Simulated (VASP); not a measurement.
Input of a VASP 6.6.1 run:

Contents of INCAR:

```
PREC     = Accurate       # precision mode
ENCUT    = 520            # plane-wave cutoff, eV
EDIFF    = 1E-7           # SCF threshold, eV
ISMEAR   = 0              # smearing method
SIGMA    = 0.15           # smearing width, eV
LREAL    = False          # projectors in reciprocal space
LASPH    = True           # aspherical terms in the spheres
NELM     = 150            # most SCF steps
ALGO     = Fast           # electronic algorithm
ISIF     = 2              # what is computed and relaxed
LWAVE    = False          # write WAVECAR
LCHARG   = False          # write CHGCAR
ISPIN    = 2              # spin polarisation
MAGMOM   = 0.2 0.2        # initial moments
LORBIT   = 11             # projections on sites
NUPDOWN  = 0.4            # fixed moment
LMAXMIX  = 4              # l up to which the mixer works
NBANDS   = 21             # bands
```

File KPOINTS:

```
Automatic mesh
0
Gamma
  21 21 10
```

The input POSCAR:

```
Pt
1.0
    2.5804946569      0.0000000000      0.0000000000
   -1.2902473284      2.2347739272      0.0000000000
    0.0000000000      0.0000000000      4.4558335951
Pt
2
Direct
    0.6666666667      0.3333333333      0.7500000000
    0.3333333333      0.6666666667      0.2500000000
```

Potentials or basis: VASP PAW LDA potentials, release 64 (Pt).

Launch:

```console
$ cat potpaw_LDA.64/Pt/POTCAR > POTCAR
$ mpirun -np 1 vasp_std > vasp.out
```

Task: Predict the pressure.

Result: 66.3 GPa.

Stress tensor (GPa, compression positive):
```
69.66  0.00  0.00
 0.00 69.66  0.00
 0.00  0.00 59.67
```

Caveat: the total moment is fixed, so each spin has its own Fermi level.
